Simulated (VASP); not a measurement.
Input of a VASP 6.6.1 run:

The input INCAR:

```
  PREC = Accurate
  ENCUT = 520
  EDIFF = 1E-7
  ISMEAR = 0
  SIGMA = 0.1
  LREAL = F
  LASPH = T
  NELM = 80
  ALGO = Fast
  ISIF = 2
  LWAVE = F
  LCHARG = T
  GGA = PE
  LELF = T
  LVHAR = T
  NBANDS = 22
```

Contents of KPOINTS:

```
Automatic mesh
0
Gamma
  6 6 8
```

Contents of POSCAR:

```
TaAl5
1.0
    6.3103789416      0.0000000000      0.0000000000
    0.0000000000      6.3103789416      0.0000000000
    0.0000000000      0.0000000000      5.1652231776
Ta Al
1 5
Direct
    0.0000000000      0.0000000000      0.5000000000
    0.7164908223      0.7164908223      0.5000000000
    0.2835091777      0.2835091777      0.5000000000
    0.2835091777      0.7164908223      0.5000000000
    0.7164908223      0.2835091777      0.5000000000
    0.0000000000      0.0000000000      0.0000000000
```

Potentials or basis: VASP PAW PBE potentials, release 64 (Ta_pv, Al).

The run is started by

```console
$ cat potpaw_PBE.64/Ta_pv/POTCAR potpaw_PBE.64/Al/POTCAR > POTCAR
$ mpirun -np 1 vasp_std > vasp.out
```

Task: Predict the pressure.

Result: 0.0 GPa.

Task: What does it give for the largest force?

Result: 0.011 eV/Å.

Task: What does it give for the band gap on the k mesh?

Result: Zero (band 13 reaches 2.00 eV, above the bottom of band 14 at 1.22 eV).

Forces on the atoms (eV/Å):
```
Ta   0.000  0.000  0.000
Al  -0.008 -0.008  0.000
Al   0.008  0.008  0.000
Al   0.008 -0.008  0.000
Al  -0.008  0.008  0.000
Al   0.000  0.000  0.000
```

Caveat: spin-orbit coupling is left out, which moves the levels of the heavy elements.
